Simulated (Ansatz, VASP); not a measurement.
**Two plane-wave programs on Te**

```
Te
1.0
     4.61871    0.00000    0.00000
    -2.30936    3.99992    0.00000
     0.00000    0.00000    5.90682
Te
3
Direct
  0.74638 0.00000 0.33333
  0.00000 0.74638 0.66667
  0.25362 0.25362 0.00000
```

Alike in both runs: functional r2SCAN; k mesh 9 × 9 × 6; occupations gaussian, width 0.02 eV; no spin polarisation.

Ansatz relaxed the structure, and its values are those at the end. VASP's run is a single point on that final structure, the one shown.

|  | VASP | Ansatz |
| --- | --- | --- |
| version | VASP 6.6.1 | Ansatz 0.2.0 |
| potentials or method | VASP PAW PBE potentials, release 64 (Te), cutoff 520 eV | scalar-relativistic, plane waves, PAW |
| valence electrons in the cell | 18 | 48 |

|  | VASP | Ansatz | Ansatz less VASP |
| --- | --- | --- | --- |
| gap on the k mesh at the Fermi level (eV) | 0.55 | 0.59 | +0.034 |
| least direct gap on the mesh (eV) | 0.55 | 0.59 | +0.034 |
| pressure (GPa) | 0.0 | 0.0 | -0.04 |
| rms of the force components (eV/Å) | 0.017 | 0.000 | -0.0166 |

VASP's potentials were made for PBE, not for r2SCAN. The functional is the same, so the differences come from potentials, cutoffs and numerics. VASP's potentials hold 18 valence electrons a cell and Ansatz's 48, so a difference there can come from the potentials and not from the codes.

Spin-orbit coupling is off throughout.
